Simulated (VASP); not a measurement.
Cd: single point with PBE

Cd:

```
CELL_PARAMETERS angstrom
0.00000 2.15602 2.15602
2.15602 0.00000 2.15602
2.15602 2.15602 0.00000
ATOMIC_POSITIONS crystal
Cd 0.00000 0.00000 0.00000
```

This cell differs from its parent crystal: volume scaled by 0.88.

```yaml
Program: VASP 6.6.1
Task: single point
Functional: PBE
Potentials_or_basis: VASP PAW PBE potentials, release 64 (Cd)
Cutoff: 520 eV
k_mesh: 14 × 14 × 14
Occupations: fermi-dirac, width 0.08 eV
Spin: no spin polarisation
```

```yaml
Pressure: 8.5 GPa
Band_gap_on_the_k_mesh: zero (band 6 reaches 4.89 eV, above the bottom of band 7 at 2.32 eV)
```

Levels at points of the mesh, in eV from the Fermi level:
```tsv
k point	band 4	band 5	band 6	band 7	band 8	band 9
(0.00, 0.00, 0.00)	-9.38	-8.84	-8.84	14.20	15.81	15.81
(0.50, 0.00, 0.00)	-8.39	-8.39	-2.67	-1.17	13.28	13.35
(0.50, 0.50, 0.00)	-8.28	-8.28	-1.03	1.73	7.10	7.10
```

Run time: 8.7 s on 1 thread of Intel(R) Xeon(R) Platinum 8375C CPU @ 2.90GHz (Ice Lake), on a shared host, peak memory 0.15 GiB.
